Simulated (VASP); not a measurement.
A run of VASP 6.6.1:

INCAR

```
PREC = Accurate ; ENCUT = 520
EDIFF = 1E-6 ; ISMEAR = -1
SIGMA = 0.1 ; LREAL = F
LASPH = T ; NELM = 100
ALGO = Normal ; ISIF = 2
LWAVE = F ; LCHARG = T
GGA = PE ; LELF = T
LVHAR = T ; NBANDS = 12
```

Contents of KPOINTS:

```
regular mesh
0
Gamma
  25 25 25
```

File POSCAR:

```
Cu
1.0
   -1.4798318887      1.4798318887      1.4798318887
    1.4798318887     -1.4798318887      1.4798318887
    1.4798318887      1.4798318887     -1.4798318887
Cu
1
Direct
    0.0000000000      0.0000000000      0.0000000000
```

Potentials or basis: VASP PAW PBE potentials, release 64 (Cu).

The run is started by

```console
$ cat potpaw_PBE.64/Cu/POTCAR > POTCAR
$ mpirun -np 1 vasp_std > vasp.out
```

Hardware: 1 thread of Intel(R) Xeon(R) Platinum 8559C (Emerald Rapids) (shared host).

Q: Estimate the wall time of this run.

A: Wall time 36 s on 1 thread of Intel(R) Xeon(R) Platinum 8559C (Emerald Rapids), with other jobs on the host, peak memory 0.18 GiB. Counts: scf iterations 11, k points 455.
